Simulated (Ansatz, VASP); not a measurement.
**One calculation of Li3ZrN2, two programs**

```
Li Zr N
1.0
     3.05785    1.76545    2.71612
    -3.05785    1.76545    2.71612
     0.00000   -3.53090    2.71612
Li Zr N
3 1 2
Direct
  0.00000 0.00000 0.50000
  0.50000 0.00000 0.00000
  0.00000 0.50000 0.00000
  0.50000 0.50000 0.50000
  0.24932 0.24932 0.24932
  0.75068 0.75068 0.75068
```

Alike in both runs: functional PBE; k mesh 3 × 3 × 3; occupations gaussian, width 0.15 eV; no spin polarisation.

Ansatz relaxed the structure, and its values are those at the end. VASP's run is a single point on that final structure, the one shown.

|  | VASP | Ansatz |
| --- | --- | --- |
| version | VASP 6.6.1 | Ansatz 0.2.0 |
| potentials or method | VASP PAW PBE potentials, release 64 (Li_sv, Zr_sv, N), cutoff 750 eV | scalar-relativistic, plane waves, PAW |
| valence electrons in the cell | 31 | 31 |

```csv
,VASP,Ansatz,Ansatz less VASP
gap on the k mesh at the Fermi level (eV),none,none,-
pressure (GPa),0.1,0.1,-0.05
rms of the force components (eV/Å),0.009,0.001,-0.0085
```

A gap of «none» marks a metal or a gap that the smearing closes. With one functional, cell and mesh, what is left measures potentials, basis and numerics.

The k mesh is coarse, so the values compare programs but aren't converged.
